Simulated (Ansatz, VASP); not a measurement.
## MgI2 in VASP and in Ansatz

Contents of POSCAR:

```
MgI2
1.0
    4.1566377674      0.0000000000      0.0000000000
   -2.0783188837      3.5997539009      0.0000000000
    0.0000000000      0.0000000000      6.8756118848
Mg I
1 2
Direct
    0.0000000000      0.0000000000      0.0000000000
    0.3333333333      0.6666666667      0.2425739818
    0.6666666667      0.3333333333      0.7574260182
```

The input INCAR.step1:

```
SYSTEM = MgI2
PREC = Accurate
ENCUT = 520
EDIFF = 1E-5
ISMEAR = 0
SIGMA = 0.01
LREAL = .False.
LASPH = .True.
NELM = 60
ALGO = Normal
ISIF = 2
LWAVE = .True.
LCHARG = .False.
GGA = PE
NBANDS = 15
```

The input INCAR.step2:

```
SYSTEM = MgI2
PREC = Accurate
ENCUT = 520
EDIFF = 1E-6
ISMEAR = 0
SIGMA = 0.01
LREAL = .False.
LASPH = .True.
NELM = 60
ALGO = Normal
ISIF = 2
LWAVE = .False.
LCHARG = .False.
GGA = PE
LHFCALC = .True.
AEXX = 0.1
PRECFOCK = Normal
ISTART = 1
NBANDS = 15
```

File KPOINTS:

```
Automatic mesh
0
Gamma
  6 6 2
  0 0 0
```

Input for Ansatz:

```yaml
crystal:
  lattice:
    - [4.1566377674, 0.0, 0.0]
    - [-2.0783188837, 3.5997539009, 0.0]
    - [0.0, 0.0, 6.8756118848]
  atoms:
    - { symbol: Mg, position: [0.0, 0.0, 0.0] }
    - { symbol: I, position: [0.3333333333, 0.6666666667, 0.2425739818] }
    - { symbol: I, position: [0.6666666667, 0.3333333333, 0.7574260182] }
kpoints:
  mp_grid: { grid: [6, 6, 2] }
hamiltonian:
  xc: { exchange: pbe, correlation: pbe, exx: { coeff: 0.1 } }
scf:
  occupations: { method: fixed }
  n_extra_bands: 4
output:
  forces: true
  stress: true
  eigenvalues: true
```

Alike in both runs: task single point; functional PBE-based global hybrid with a share of 0.1 of exact exchange; k mesh 6 × 6 × 2; no spin polarisation.

```csv
,VASP,Ansatz
version,VASP 6.6.1,Ansatz 0.2.0
potentials or method,"VASP PAW PBE potentials, release 64 (Mg, I)",plane waves
plane-wave cutoff (eV),520,420
occupations,"gaussian, width 0.01 eV",fixed
valence electrons in the cell,16,44
```

```tsv
	VASP	Ansatz	Ansatz less VASP
gap on the k mesh at the Fermi level (eV)	4.19	4.20	+0.016
pressure (GPa)	0.7	0.8	+0.10
traceless stress, the component that is largest in VASP (GPa)	0.13	0.12	-0.012
rms of the force components (eV/Å)	0.022	0.016	-0.0056
```

VASP's potentials were made for PBE, not for PBE-based global hybrid. Atom by atom the forces differ by 0.006 eV/Å (rms over components). VASP's potentials hold 16 valence electrons a cell and Ansatz's 44, so a difference there can come from the potentials and not from the codes. Ansatz's warnings: stress exchange threshold loose, stress scf threshold loose.

The k mesh is coarse, so the values compare programs but aren't converged. Neither program's run includes spin-orbit coupling.
